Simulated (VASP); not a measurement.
GaSb, 2 atoms in the cell. It takes space group F-43m (No. 216, cubic). The conventional cell has a = 6.035 Å, b = 6.035 Å, c = 6.035 Å, α = 90.00°, β = 90.00°, γ = 90.00°. Within 3.4 Å of Sb (site symmetry -43m) lie 4 Ga at 2.61 Å. Ga (site symmetry -43m) has 4 Sb at 2.61 Å within 3.4 Å. 

```yaml
Program: VASP 6.6.1
Task: single point
Functional: PBE
Potentials_or_basis: VASP PAW PBE potentials, release 64 (Sb, Ga_d)
Cutoff: 520 eV
k_mesh: 8 × 8 × 8
Occupations: fermi-dirac, width 0.05 eV
Spin: non-collinear spin, zero start, spin-orbit coupling
Starting_moments: "[[0.0, 0.0, 0.0], [0.0, 0.0, 0.0]] μB"
Dipole_correction: no
Further_INCAR_settings: ALGO = Normal; EDIFF = 1e-06; NBANDS = 30
```

Potentials or basis: VASP PAW PBE potentials, release 64 (Sb, Ga_d).

Command:

```console
$ cat potpaw_PBE.64/Sb/POTCAR potpaw_PBE.64/Ga_d/POTCAR > POTCAR
$ mpirun -np 1 vasp_ncl > vasp.out
```

Hardware: 1 thread of Intel(R) Xeon(R) Platinum 8488C (Sapphire Rapids) (shared host).

How long does it take, and how much memory?

Run time: 67 s on 1 thread of Intel(R) Xeon(R) Platinum 8488C (Sapphire Rapids) (shared host), peak memory 0.36 GiB. Counts: scf iterations 12, k points 43.
